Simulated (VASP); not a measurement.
Crystal: WSe2.

```xyz
3
Lattice="1.6511 0.9532 6.5796 -1.6511 0.9532 6.5796 0.0000 -1.9065 6.5796" Properties=species:S:1:pos:R:3 pbc="T T T"
W     0.0000    0.0000   -0.0004
Se    0.0000    0.0000    8.2440
Se    0.0000    0.0000    4.9157
```

Base run:

- Program: VASP 6.6.1
- Functional: PBE
- Potentials or basis: VASP PAW PBE potentials, release 64 (W_sv, Se)
- Cutoff: 520 eV
- k mesh: 6 × 6 × 6
- Occupations: gaussian, width 0.01 eV
- Spin: no spin polarisation

Its results: band gap on the k mesh 1.08 eV, indirect (least direct gap 1.57 eV); pressure 3.6 GPa; largest force 0.327 eV/Å.

**Question.** The run is repeated on the same cell with these changes: k mesh from 6 × 6 × 6 to 4 × 4 × 4. What comes out?

**Answer.** Band gap on the k mesh 1.38 eV, indirect (least direct gap 2.23 eV); pressure 3.3 GPa; largest force 0.271 eV/Å.

Caveats: some runs use coarse meshes; spin-orbit coupling is left out, which moves the levels of the heavy elements.

A k mesh can miss the band edges.
